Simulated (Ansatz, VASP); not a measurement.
## NbAs: VASP beside Ansatz

```xyz
2
Lattice="0.0000 2.8329 2.8329 2.8329 0.0000 2.8329 2.8329 2.8329 0.0000" Properties=species:S:1:pos:R:3 pbc="T T T"
Nb    0.0000    0.0000    0.0000
As    1.4165    1.4165    1.4165
```

Alike in both runs: task single point; functional PBEsol; k mesh 10 × 10 × 10; occupations gaussian, width 0.05 eV; no spin polarisation.

|  | VASP | Ansatz |
| --- | --- | --- |
| version | VASP 6.6.1 | Ansatz 0.2.0 |
| potentials or method | VASP PAW PBE potentials, release 64 (Nb_sv, As), cutoff 520 eV | scalar-relativistic, plane waves, PAW |
| valence electrons in the cell | 18 | 28 |

|  | VASP | Ansatz | Ansatz less VASP |
| --- | --- | --- | --- |
| gap on the k mesh at the Fermi level (eV) | none | none | - |
| pressure (GPa) | 4.7 | 4.5 | -0.20 |

VASP's potentials were made for PBE, not for PBEsol. A gap of «none» marks a metal or a gap that the smearing closes. VASP's potentials hold 18 valence electrons a cell and Ansatz's 28, so a difference there can come from the potentials and not from the codes.
